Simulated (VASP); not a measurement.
# Al: single point with PBE

The system is Al.

```
Al
1.0
     4.54673    0.09093    0.00000
    -2.19462    3.89211    0.00000
     0.00000    0.00000    2.75393
Al
2
Direct
  0.33333 0.66667 0.50000
  0.66667 0.33333 0.50000
```

| Property | Result |
| --- | --- |
| Program | VASP 6.6.1 |
| Task | single point |
| Functional | PBE |
| Potentials or basis | VASP PAW PBE potentials, release 64 (Al) |
| Cutoff | 520 eV |
| k mesh | 6 × 6 × 8 |
| Occupations | fermi-dirac, width 0.05 eV |
| Spin | no spin polarisation |

```yaml
Pressure: 0.1 GPa
Largest_force: 0.249 eV/Å
Band_gap_on_the_k_mesh: zero (band 3 reaches 6.27 eV, above the bottom of band 4 at 2.60 eV)
```

Forces on the atoms (eV/Å):
```
Al  -0.248  0.016  0.000
Al   0.248 -0.016  0.000
```

Stress tensor (GPa, compression positive):
```
 0.24 -1.48  0.00
-1.48  0.05  0.00
 0.00  0.00  0.01
```

Levels at points of the mesh, in eV from the Fermi level:
```
           k point  band 1  band 2  band 3  band 4  band 5  band 6  band 7
(0.00, 0.00, 0.00)   -8.73   -0.86   -0.74   -0.52    2.12    2.47    5.54
(0.50, 0.00, 0.00)   -7.27   -5.74   -1.72    0.37    6.78    7.16    7.64
(0.00, 0.50, 0.00)   -7.15   -5.78   -1.87    0.18    6.83    6.99    7.97
(0.50, 0.50, 0.00)   -7.03   -5.84   -2.02    0.00    7.10    7.30    7.85
(0.00, 0.00, 0.50)   -4.42   -3.49    2.37    2.46    2.72    5.36    5.49
(0.50, 0.00, 0.50)   -2.91   -2.19   -1.52   -0.68    1.61    4.41    4.92
(0.00, 0.50, 0.50)   -2.79   -2.09   -1.57   -0.73    1.48    4.26    4.73
(0.50, 0.50, 0.50)   -2.65   -1.99   -1.64   -0.79    1.35    4.11    4.53
```

It took 32 s on 1 thread of Intel(R) Xeon(R) Platinum 8259CL CPU @ 2.50GHz (Skylake/Cascade Lake), with other jobs on the host, peak memory 0.18 GiB.
